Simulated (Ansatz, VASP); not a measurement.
**One calculation of InSe, two programs**

INCAR

```
PREC = Accurate
ENCUT = 520
EDIFF = 1E-6
ISMEAR = 0
SIGMA = 0.05
LREAL = F
LASPH = T
NELM = 60
ALGO = Normal
ISIF = 2
LWAVE = F
LCHARG = F
LDIPOL = T
IDIPOL = 3
DIPOL = 0.5 0.5 0.408
GGA = PE
IVDW = 12
NBANDS = 48
```

File KPOINTS:

```
regular mesh
0
Gamma
  9 9 1
```

The input POSCAR:

```
InSe
1.0
    4.0266103653      0.0000000000      0.0000000000
   -2.0133051827      3.4871468675      0.0000000000
    0.0000000000      0.0000000000     28.2707107737
Se In
4 4
Direct
    0.0000000000      0.0000000000      0.1591753400
    0.0000000000      0.0000000000      0.3496677344
    0.1111111111      0.2222222222      0.4667500401
    0.1111111111      0.2222222222      0.6572424345
    0.6666666667      0.3333333333      0.2049979902
    0.6666666667      0.3333333333      0.3038451596
   -0.5555555556     -0.1111111111      0.5125726903
   -0.5555555556     -0.1111111111      0.6114198596
```

Input for Ansatz:

```yaml
crystal:
  lattice:
    - [4.0266103653, 0.0, 0.0]
    - [-2.0133051827, 3.4871468675, 0.0]
    - [0.0, 0.0, 28.2707107737]
  atoms:
    - { symbol: Se, position: [0.0, 0.0, 0.15917534] }
    - { symbol: In, position: [0.6666666667, 0.3333333333, 0.2049979902] }
    - { symbol: In, position: [0.6666666667, 0.3333333333, 0.3038451596] }
    - { symbol: Se, position: [0.0, 0.0, 0.3496677344] }
    - { symbol: Se, position: [0.1111111111, 0.2222222222, 0.4667500401] }
    - { symbol: In, position: [-0.5555555556, -0.1111111111, 0.5125726903] }
    - { symbol: In, position: [-0.5555555556, -0.1111111111, 0.6114198596] }
    - { symbol: Se, position: [0.1111111111, 0.2222222222, 0.6572424345] }
basis:
  ecutwfc: 420
kpoints:
  mp_grid: { grid: [9, 9, 1] }
hamiltonian:
  xc: pbe
  pseudopotentials: { kind: paw, azcp: { folder: soft_1 } }
  dispersion: d3bj
scf:
  occupations: { method: gaussian, width: 0.05 }
output:
  forces: true
  eigenvalues: true
  write_density: true
  write_potential: true
  elf: true
  volumetric_format: npy
efield:
  axis: 3
  dipole_correction: true
  ramp_width: 0.04
```

Alike in both runs: task single point; functional PBE; dispersion D3(BJ); k mesh 9 × 9 × 1; occupations gaussian, width 0.05 eV; no spin polarisation.

```csv
,VASP,Ansatz
version,VASP 6.6.1,Ansatz 0.2.0
potentials or method,"VASP PAW PBE potentials, release 64 (Se, In_d), cutoff 520 eV","scalar-relativistic, plane waves, PAW"
valence electrons in the cell,76,116
```

|  | VASP | Ansatz | Ansatz less VASP |
| --- | --- | --- | --- |
| gap on the k mesh at the Fermi level (eV) | 1.03 | 1.04 | +0.010 |
| least direct gap on the mesh (eV) | 1.10 | 1.11 | +0.009 |
| rms of the force components (eV/Å) | 0.042 | 0.044 | +0.0022 |

VASP's potentials hold 76 valence electrons a cell and Ansatz's 116, so a difference there can come from the potentials and not from the codes.
